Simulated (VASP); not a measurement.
# AlAs (F-43m) in VASP: a series of runs

The runs below take AlAs through relaxation of cell and atoms, single point, with PBE.

All numbers are computed with VASP 6.6.1; they aren't measurements. Logs are shortened: lines on timing, memory, paths and dates and some standing lists are left out, and cuts for length are marked.

## Step 1: The cell of the first run

It takes space group F-43m (No. 216, cubic). The conventional cell has a = 5.728 Å, b = 5.728 Å, c = 5.728 Å, α = 90.00°, β = 90.00°, γ = 90.00°. Within 3.3 Å of Al (site symmetry -43m) lie 4 As at 2.48 Å. As (site symmetry -43m) has 4 Al at 2.48 Å within 3.3 Å.

## Step 2: Relaxation of cell and atoms, PBE, target pressure 50 GPa, at which the enthalpy is minimised

File INCAR:

```
SYSTEM = AlAs
PREC = Accurate
ENCUT = 500
EDIFF = 1E-7
ISMEAR = 0
SIGMA = 0.01
LREAL = .FALSE.
LASPH = .TRUE.
NELM = 120
ALGO = Normal
ISIF = 3
LWAVE = .FALSE.
LCHARG = .FALSE.
GGA = PE
IBRION = 2
NSW = 80
EDIFFG = -0.001
PSTRESS = 500.0
GGA_COMPAT = .FALSE.
NELMIN = 4
```

File KPOINTS:

```
Automatic mesh
0
G
  8 8 8
  0 0 0
```

File POSCAR:

```
AlAs
1.0
    0.0000000000      2.8641712234      2.8641712234
    2.8641712234      0.0000000000      2.8641712234
    2.8641712234      2.8641712234      0.0000000000
Al As
1 1
Direct
    0.0000000000      0.0000000000      0.0000000000
    0.7500000000      0.7500000000      0.7500000000
```

Potentials or basis: VASP PAW PBE potentials, release 64 (Al, As).

Command:

```
$ cat potpaw_PBE.64/Al/POTCAR potpaw_PBE.64/As/POTCAR > POTCAR
$ mpirun -np 1 vasp_std > vasp.out
```

OUTCAR:

```text
SYSTEM = AlAs
   PREC = Accurate
   ENCUT = 500
   EDIFF = 1E-7
   ISMEAR = 0
   LREAL = .FALSE.
   LASPH = .TRUE.
   NELM = 120
   ISIF = 3
   GGA = PE
   IBRION = 2
   NSW = 80
   EDIFFG = -0.001
   PSTRESS = 500.0
   NELMIN = 4

 ion  position               nearest neighbor table
   1  0.000  0.000  0.000-   2 2.48   2 2.48   2 2.48   2 2.48
   2  0.750  0.750  0.750-   1 2.48   1 2.48   1 2.48   1 2.48

  LATTYP: Found a face centered cubic cell.
 ALAT       =     5.7283424468

  Lattice vectors:

 A1 = (   0.0000000000,   2.8641712234,   2.8641712234)
 A2 = (   2.8641712234,   0.0000000000,   2.8641712234)
 A3 = (   2.8641712234,   2.8641712234,   0.0000000000)

Analysis of symmetry for initial positions (statically):
=====================================================================
 Subroutine PRICEL returns:
 Original cell was already a primitive cell.

 Routine SETGRP: Setting up the symmetry group for a
 face centered cubic supercell.

 Subroutine GETGRP returns: Found 24 space group operations
 (whereof 24 operations were pure point group operations)
 out of a pool of 48 trial point group operations.

The static configuration has the point symmetry T_d .

Analysis of symmetry for dynamics (positions and initial velocities):
=====================================================================
 Subroutine PRICEL returns:
 Original cell was already a primitive cell.

 Routine SETGRP: Setting up the symmetry group for a
 face centered cubic supercell.

 Subroutine GETGRP returns: Found 24 space group operations
 (whereof 24 operations were pure point group operations)
 out of a pool of 48 trial point group operations.

The dynamic configuration has the point symmetry T_d .

 Subroutine INISYM returns: Found 24 space group operations
 (whereof 24 operations are pure point group operations),
 and found     1 'primitive' translations

----------------------------------------------------------------------------------------

                                     Primitive cell

  volume of cell :      46.9923

  direct lattice vectors                    reciprocal lattice vectors
     0.000000000  2.864171223  2.864171223    -0.174570569  0.174570569  0.174570569
     2.864171223  0.000000000  2.864171223     0.174570569 -0.174570569  0.174570569
     2.864171223  2.864171223  0.000000000     0.174570569  0.174570569 -0.174570569

  length of vectors
     4.050549789  4.050549789  4.050549789     0.302365095  0.302365095  0.302365095

  position of ions in fractional coordinates (direct lattice)
     0.000000000  0.000000000  0.000000000
     0.750000000  0.750000000  0.750000000

  ion indices of the primitive-cell ions
   primitive index   ion index
                 1           1
                 2           2

----------------------------------------------------------------------------------------

 KPOINTS: Automatic mesh

Automatic generation of k-mesh.
 Grid dimensions read from file:
 generate k-points for:    8    8    8

 Generating k-lattice:

  Cartesian coordinates                     Fractional coordinates (reciprocal lattice)
    -0.021821321  0.021821321  0.021821321     0.125000000  0.000000000  0.000000000
     0.021821321 -0.021821321  0.021821321     0.000000000  0.125000000  0.000000000
     0.021821321  0.021821321 -0.021821321     0.000000000  0.000000000  0.125000000

  Length of vectors
     0.037795637  0.037795637  0.037795637

  Shift w.r.t. Gamma in fractional coordinates (k-lattice)
     0.000000000  0.000000000  0.000000000

 Subroutine IBZKPT returns following result:
 ===========================================

 Found     29 irreducible k-points:

 Following reciprocal coordinates:
            Coordinates               Weight
  0.000000  0.000000  0.000000      1.000000
  0.125000  0.000000  0.000000      8.000000
  0.250000  0.000000  0.000000      8.000000
  0.375000  0.000000  0.000000      8.000000
  0.500000  0.000000  0.000000      4.000000
  0.125000  0.125000  0.000000      6.000000
[... 16 lines left out ...]
  0.500000  0.250000  0.125000     48.000000
 -0.375000  0.250000  0.125000     24.000000
 [... further k-points ...]
   k-points           NKPTS =     29   k-points in BZ     NKDIM =     29   number of bands    NBANDS=      8
   number of dos      NEDOS =    301   number of ions     NIONS =      2
   total plane-waves  NPLWV =  27000
   dimension x,y,z NGX =    30 NGY =   30 NGZ =   30
   dimension x,y,z NGXF=    60 NGYF=   60 NGZF=   60
   ions per type =               1   1
   NGX,Y,Z   is equivalent  to a cutoff of  12.31, 12.31, 12.31 a.u.
   NGXF,Y,Z  is equivalent  to a cutoff of  24.63, 24.63, 24.63 a.u.
 SYSTEM =  AlAs
   PREC   = accura    normal or accurate (medium, high low for compatibility)
   ISTART =      0    job   : 0-new  1-cont  2-samecut
   ICHARG =      2    charge: 1-file 2-atom 10-const
   ISPIN  =      1    spin polarized calculation?
   LNONCOLLINEAR =      F non collinear calculations
   LSORBIT =      F    spin-orbit coupling
   LASPH  =      T    aspherical Exc in radial PAW
   ENCUT  =  500.0 eV  36.75 Ry    6.06 a.u.   7.39  7.39  7.39*2*pi/ulx,y,z
   NELM   =    120;   NELMIN=  4; NELMDL= -5     # of ELM steps
   EDIFF  = 0.1E-06   stopping-criterion for ELM
   LREAL  =      F    real-space projection
   EDIFFG = -.1E-02   stopping-criterion for IOM
   NSW    =     80    number of steps for IOM
   IBRION =      2    ionic relax: 0-MD 1-quasi-New 2-CG
   NFREE  =      1    steps in history (QN), initial steepest desc. (CG)
   ISIF   =      3    stress and relaxation
   ISYM   =      2    0-nonsym 1-usesym 2-fastsym
   POTIM  = 0.5000    time-step for ionic-motion
   TEBEG  =    0.0;   TEEND  =   0.0 temperature during run
   PSTRESS=  500.0 pullay stress
   NELECT =       8.0000    total number of electrons
   NUPDOWN=      -1.0000    fix difference up-down
   EMIN   =  10.00;   EMAX   =-10.00  energy-range for DOS
   EFERMI =   0.00;   METHOD = LEGACY
   ISMEAR =     0;   SIGMA  =   0.01  broadening in eV -4-tet -1-fermi 0-gaus
   EFERMI_NEDOS =   21; number of points for ismear=-14 and -15
   IALGO  =     38    algorithm
   IMIX   =      4    mixing-type and parameters
     AMIX     =   0.40;   BMIX     =  1.00
     AMIX_MAG =   1.60;   BMIX_MAG =  1.00
  volume/ion in A,a.u.               =      23.50       158.56
  Fermi-wavevector in a.u.,A,eV,Ry     =   0.907324  1.714594 11.200823  0.823237
  Thomas-Fermi vector in A             =   2.031118
   LORBIT       =      0    0 simple, 1 ext, 2 COOP (PROOUT), +10 PAW based schemes
   GGA     = PE    functional components
   LHFCALC =     F    Hartree Fock is set to
   AEXX    =    0.0000 exact exchange contribution
   IVDW    =     0    specifies the selected vdW correction
   LEPSILON=     F    determine dielectric tensor
   LRPA    =     F    only Hartree local field effects (RPA)
 conjugate gradient relaxation of ions
 non-spin polarized calculation
 Gauss-broadening in eV      SIGMA  =   0.01
  energy-cutoff  :      500.00
  volume of cell :       46.99
 maximum number of plane-waves:      1243
 NGX is ok and might be reduce to    30
   NGX = 15   NGY = 15   NGZ = 15

--------------------------------------- Ionic step        1  -------------------------------------------

 number of electron       7.9999999 magnetization

 Free energy of the ion-electron system (eV)
  ---------------------------------------------------
  ext. energy  EPLUGINS =         0.00000000
  ---------------------------------------------------
  free energy    TOTEN  =        -9.38799637 eV

  energy without entropy =       -9.38799637  energy(sigma->0) =       -9.38799637

 E-fermi :   3.6832     XC(G=0):  -8.9036

 val. band max:        3.5920467099   @ k =   0.0000   0.0000   0.0000
 cond. band min:       5.0868216746   @ k =   0.5000   0.5000   0.0000
 fundamental gap:      1.4947749647
 Fermi energy:         3.6832497934

 k-point     1 :       0.0000    0.0000    0.0000
  band No.  band energies     occupation
      1      -8.0774      2.00000
      2       3.5920      2.00000
      3       3.5920      2.00000
      4       3.5920      2.00000
      5       5.3729      0.00000
      6       7.8185      0.00000
      7       7.8185      0.00000
      8       7.8185      0.00000
[... 904 lines left out ...]
  FREE ENERGIE OF THE ION-ELECTRON SYSTEM (eV)
  ---------------------------------------------------
  free  energy   TOTEN  =        -8.7700393833 eV

  energy  without entropy=       -8.7700393833  energy(sigma->0) =       -8.77003938

  enthalpy is  TOTEN    =         2.9190685372 eV   P V=       11.6891079205

[... ionic steps 4 to 15 ...]

--------------------------------------- Ionic step       16  -------------------------------------------

 number of electron       8.0000000 magnetization

------------------------ aborting loop because EDIFF is reached ----------------------------------------

  FORCE on cell =-STRESS in cart. coord.  units (eV):
  Direction    XX          YY          ZZ          XY          YZ          ZX
  --------------------------------------------------------------------------------------
  -------------------------------------------------------------------------------------
  Total       10.2466757     10.2466757     10.2466757      0.0000000      0.0000000     -0.0000000
  in kB      496.2027648    496.2027648    496.2027648      0.0000000      0.0000000     -0.0000000
  external PRESSURE =      -3.7972352 kB  Pullay stress =     500.0000000 kB
[... 61 lines left out ...]
  enthalpy is  TOTEN    =         2.5438178576 eV   P V=       10.3060028519

--------------------------------------- Ionic step       18  -------------------------------------------

 number of electron       8.0000000 magnetization

 Free energy of the ion-electron system (eV)
  ---------------------------------------------------
  ext. energy  EPLUGINS =         0.00000000
  ---------------------------------------------------
  free energy    TOTEN  =        -7.76486495 eV

  energy without entropy =       -7.76486495  energy(sigma->0) =       -7.76486495

 E-fermi :   7.1076     XC(G=0): -10.3362

 val. band max:        7.0392207937   @ k =   0.0000   0.0000   0.0000
 cond. band min:       7.7350017994   @ k =   0.5000   0.5000   0.0000
 fundamental gap:      0.6957810057
 Fermi energy:         7.1075983238

 k-point     1 :       0.0000    0.0000    0.0000
  band No.  band energies     occupation
      1      -6.9603      2.00000
      2       7.0392      2.00000
      3       7.0392      2.00000
      4       7.0392      2.00000
      5      11.8066      0.00000
      6      11.8905      0.00000
      7      11.8905      0.00000
      8      11.8905      0.00000
[... 282 lines left out ...]
  FREE ENERGIE OF THE ION-ELECTRON SYSTEM (eV)
  ---------------------------------------------------
  free  energy   TOTEN  =        -7.7648649496 eV

  energy  without entropy=       -7.7648649496  energy(sigma->0) =       -7.76486495

  enthalpy is  TOTEN    =         2.5438161269 eV   P V=       10.3086810765

 reached required accuracy - stopping structural energy minimisation
```

It took 2.3 min on 1 thread of Intel Xeon Platinum 8488C (Sapphire Rapids), shared host; peak memory 0.18 GiB.

Results:

- Free energy: -7.7649 eV
- Relaxed volume: 16.52 Å³/atom
- Relaxed cell: a = 3.602 Å, b = 3.602 Å, c = 3.602 Å, α = 60.00°, β = 60.00°, γ = 60.00°
- Space group after relaxing (to 0.05 Å): F-43m (No. 216)
- Energy change on relaxing (the enthalpy is what falls): +811.6 meV/atom
- Ionic steps: 18
- Pressure after relaxing: 50.0 GPa
- Band gap on the k mesh: 0.70 eV, indirect (least direct gap 3.67 eV)

The path:
```tsv
step	energy change (eV)	largest force (eV/Å)	pressure (GPa)	volume (Å³)
1	0.0000	0.0000	0.15	46.99
2	40.2376	0.0000	1066.05	12.75
3	0.6180	0.0000	25.03	37.46
4	1.0408	0.0000	36.01	35.22
5	1.6585	0.0000	50.83	32.92
6	1.5808	0.0000	49.01	33.17
7	1.5826	0.0000	49.05	33.16
8	1.5880	0.0000	49.18	33.15
9	1.5881	0.0000	49.18	33.15
10	1.5882	0.0000	49.19	33.15
11	1.5885	0.0000	49.19	33.14
12	1.5891	0.0000	49.21	33.14
13	1.5903	0.0000	49.24	33.14
14	1.5926	0.0000	49.29	33.13
15	1.5973	0.0000	49.40	33.12
16	1.6068	0.0000	49.62	33.09
17	1.6258	0.0000	50.06	33.02
18	1.6231	0.0000	50.01	33.03
```

Final structure:
```yaml
crystal:
  lattice:
    - [0.00000, 2.54666, 2.54666]
    - [2.54666, 0.00000, 2.54666]
    - [2.54666, 2.54666, 0.00000]
  atoms:
    - { symbol: Al, position: [0.00000, 0.00000, 0.00000] }
    - { symbol: As, position: [0.75000, 0.75000, 0.75000] }
```

Caveat: the cell is relaxed towards a set pressure, so the enthalpy falls and the energy may rise; the volume moved by over 15 % at a fixed basis, so the end points are rough.

(Continued in part 2 of 2.)
